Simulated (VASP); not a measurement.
Here is a VASP 6.6.1 calculation.

POSCAR

```
InAs
1.0
    0.0000000000      2.8773040000      2.8773040000
    2.8773040000      0.0000000000      2.8773040000
    2.8773040000      2.8773040000      0.0000000000
In As
1 1
Direct
    0.5000000000      0.5000000000      0.5000000000
    0.0000000000      0.0000000000      0.0000000000
```

INCAR.step1

```
PREC = Accurate
ENCUT = 520
ISMEAR = -1
SIGMA = 0.05
LREAL = F
LASPH = T
NELM = 150
MAGMOM = 0 0 0 0 0 0
LSORBIT = T
GGA_COMPAT = F
NBANDS = 30
GGA = PE
ALGO = Normal
EDIFF = 1E-4
LWAVE = T
LCHARG = F
```

Contents of INCAR.step2:

```
PREC = Accurate
ENCUT = 520
EDIFF = 1E-6
ISMEAR = -1
SIGMA = 0.05
LREAL = F
LASPH = T
NELM = 150
ALGO = Normal
ISIF = 2
LWAVE = F
LCHARG = T
MAGMOM = 0 0 0 0 0 0
LORBIT = 11
LSORBIT = T
GGA_COMPAT = F
LORBMOM = T
METAGGA = R2SCAN
LMIXTAU = T
LVHAR = T
NBANDS = 30
ISTART = 1
```

Contents of KPOINTS:

```
Automatic mesh
0
Gamma
  6 6 6
```

Potentials or basis: VASP PAW PBE potentials, release 64 (In_d, As).

Launch:

```bash
$ cat potpaw_PBE.64/In_d/POTCAR potpaw_PBE.64/As/POTCAR > POTCAR
$ cp INCAR.step1 INCAR
$ mpirun -np 1 vasp_ncl > vasp.out
$ cp INCAR.step2 INCAR
$ mpirun -np 1 vasp_ncl > vasp.out
```

(1) Predict the net moment.

(2) Estimate the pressure.

## Answers

(1) 0.00 μB per cell.

(2) -2.1 GPa.

Caveat: the PAW data sets were made with another functional, which shifts forces and pressure a little.
